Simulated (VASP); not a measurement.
**GaN: single point with PBE**

The system is GaN.

```
Ga N
1.0
     0.00000    2.22852    2.22852
     2.22852    0.00000    2.22852
     2.22852    2.22852    0.00000
Ga N
1 1
Direct
  0.00000 0.00000 0.00000
  0.75000 0.75000 0.75000
```

| Property | Result |
| --- | --- |
| Program | VASP 6.6.1 |
| Task | single point |
| Functional | PBE |
| Potentials or basis | VASP PAW PBE potentials, release 64 (Ga_d, N) |
| Cutoff | 520 eV |
| k mesh | 10 × 10 × 10 |
| Occupations | gaussian, width 0.01 eV |
| Spin | no spin polarisation |
| Dipole correction | no |
| Further INCAR settings | ALGO = Normal; EDIFF = 1e-06; NBANDS = 16 |

* Pressure: 12.0 GPa
* Band gap on the k mesh: 1.94 eV, direct

Levels at points of the mesh, in eV from the valence-band top:
```csv
k point,band 5,band 6,band 7,band 8,band 9,band 10,band 11,band 12,band 13,band 14
"(0.00, 0.00, 0.00)",-13.12,-13.12,0.00,0.00,0.00,1.94,10.51,10.51,10.51,18.06
"(0.50, 0.00, 0.00)",-13.07,-11.87,-7.26,-1.01,-1.01,4.87,8.90,10.54,10.54,15.92
"(0.50, 0.50, 0.00)",-13.03,-11.46,-6.26,-2.82,-2.82,3.36,6.86,11.95,14.32,14.32
```

Wall time 5.9 s on 1 thread of Intel(R) Xeon(R) 6975P-C (Granite Rapids), on a shared host, peak memory 0.14 GiB.
